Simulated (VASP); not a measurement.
A run of VASP 6.6.1:

File POSCAR:

```
Te2Mo
1.0
   -3.5635452172      0.0000000000      0.0000000000
   -1.7817726086     -3.0861206856      0.0000000000
   -0.3563545217      0.0000000000     14.7262210532
Te Mo
4 2
Direct
    0.2704849378      0.3333333333      0.6284839550
    0.6538182712      0.6666666667      0.1284839550
    0.2461817288      0.3333333333      0.8715160450
    0.6295150622      0.6666666667      0.3715160450
    0.3083333333      0.3333333333      0.2500000000
    0.5916666667      0.6666666667      0.7500000000
```

Contents of INCAR.step1:

```
SYSTEM = Te2Mo
PREC = Accurate ; ENCUT = 550
ISMEAR = 0 ; SIGMA = 0.05
LREAL = .FALSE. ; LASPH = .TRUE.
NELM = 120 ; NBANDS = 35
GGA = PE ; ALGO = Normal
EDIFF = 1E-5 ; LWAVE = .TRUE.
LCHARG = .FALSE. ; GGA_COMPAT = .FALSE.
```

Contents of INCAR.step2:

```
SYSTEM = Te2Mo
PREC = Accurate ; ENCUT = 550
EDIFF = 1E-6 ; ISMEAR = 0
SIGMA = 0.05 ; LREAL = .FALSE.
LASPH = .TRUE. ; NELM = 120
ALGO = Normal ; ISIF = 2
LWAVE = .FALSE. ; LCHARG = .TRUE.
METAGGA = R2SCAN ; LMIXTAU = .TRUE.
LELF = .TRUE. ; LVHAR = .TRUE.
NBANDS = 35 ; ISTART = 1
GGA_COMPAT = .FALSE.
```

Contents of KPOINTS:

```
regular mesh
0
G
  9 9 2
  0 0 0
```

Potentials or basis: VASP PAW PBE potentials, release 64 (Te, Mo_sv).

Launch:

```bash
$ cat potpaw_PBE.64/Te/POTCAR potpaw_PBE.64/Mo_sv/POTCAR > POTCAR
$ cp INCAR.step1 INCAR
$ mpirun -np 1 vasp_std > vasp.out
$ cp INCAR.step2 INCAR
$ mpirun -np 1 vasp_std > vasp.out
```

Hardware: 1 thread of Intel(R) Xeon(R) 6975P-C (Granite Rapids), on a shared host.

**Question.** Estimate the wall time of this run.

**Answer.** Wall time 14 min on 1 thread of Intel(R) Xeon(R) 6975P-C (Granite Rapids), on a shared host, peak memory 0.62 GiB. Counts: k points 82.
